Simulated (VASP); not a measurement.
Set up this calculation in VASP 6.6.1, as the native input.

* Task: single point
* Functional: r2SCAN
* Potentials or basis: VASP PAW PBE potentials, release 64 (V_sv)
* Cutoff: 520 eV
* k mesh: 20 × 20 × 20
* Occupations: gaussian, width 0.05 eV
* Spin: no spin polarisation
* Dipole correction: no
* Further INCAR settings: ALGO = Normal; EDIFF = 1e-06; NBANDS = 12

Crystal: V.

```xyz
1
Lattice="-1.4910 1.4910 1.4910 1.4910 -1.4910 1.4910 1.4910 1.4910 -1.4910" Properties=species:S:1:pos:R:3 pbc="T T T"
V     0.0000    0.0000    0.0000
```

These files were run (other wordings do the same):

POSCAR

```
V
1.0
   -1.4910375985      1.4910375985      1.4910375985
    1.4910375985     -1.4910375985      1.4910375985
    1.4910375985      1.4910375985     -1.4910375985
V
1
Direct
    0.0000000000      0.0000000000      0.0000000000
```

INCAR.step1

```
SYSTEM = V
  ALGO = Normal
  EDIFF = 1E-4
  ENCUT = 520
  GGA = PE
  ISMEAR = 0
  LASPH = .True.
  LCHARG = .False.
  LREAL = .False.
  LWAVE = .True.
  NBANDS = 12
  NELM = 80
  PREC = Accurate
  SIGMA = 0.05
```

INCAR.step2

```
SYSTEM = V
  ALGO = Normal
  EDIFF = 1E-6
  ENCUT = 520
  ISIF = 2
  ISMEAR = 0
  ISTART = 1
  LASPH = .True.
  LCHARG = .True.
  LELF = .True.
  LMIXTAU = .True.
  LREAL = .False.
  LVHAR = .True.
  LWAVE = .False.
  METAGGA = R2SCAN
  NBANDS = 12
  NELM = 80
  PREC = Accurate
  SIGMA = 0.05
```

KPOINTS

```
k-points
0
Gamma
  20 20 20
  0 0 0
```

Potentials or basis: VASP PAW PBE potentials, release 64 (V_sv).

Launch:

```console
$ cat potpaw_PBE.64/V_sv/POTCAR > POTCAR
$ cp INCAR.step1 INCAR
$ mpirun -np 1 vasp_std > vasp.out
$ cp INCAR.step2 INCAR
$ mpirun -np 1 vasp_std > vasp.out
```

It gave:

```json
{
  "Pressure": "0.7 GPa"
}
```

Caveat: the PAW data sets were made with another functional, which shifts forces and pressure a little.

Run time: 69 s on 1 thread of AMD EPYC 9R45 96-Core Processor (Zen 5) (shared host), peak memory 0.13 GiB.
